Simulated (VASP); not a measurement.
Input of a VASP 6.6.1 run:

File INCAR:

```
SYSTEM = Ti
PREC = Accurate
ENCUT = 520
EDIFF = 1E-6
ISMEAR = 1
SIGMA = 0.1
LREAL = .False.
LASPH = .True.
NELM = 100
ALGO = Normal
ISIF = 2
LWAVE = .False.
LCHARG = .True.
GGA = PE
LELF = .True.
LVHAR = .True.
NBANDS = 19
```

Contents of KPOINTS:

```
regular mesh
0
Gamma
  11 11 6
  0 0 0
```

POSCAR

```
Ti
1.0
    3.0078578261      0.0000000000      0.0000000000
   -1.5039289131      2.6048812872      0.0000000000
    0.0000000000      0.0000000000      4.7717880089
Ti
2
Direct
    0.3333333333      0.6666666667      0.2500000000
    0.6666666667      0.3333333333      0.7500000000
```

Potentials or basis: VASP PAW PBE potentials, release 64 (Ti_sv).

The run is started by

```console
$ cat potpaw_PBE.64/Ti_sv/POTCAR > POTCAR
$ mpirun -np 1 vasp_std > vasp.out
```

Task: Estimate the band gap on the k mesh.

Result: Zero (band 12 reaches 8.31 eV, above the bottom of band 13 at 7.32 eV).

Task: Estimate the pressure.

Result: -7.2 GPa.
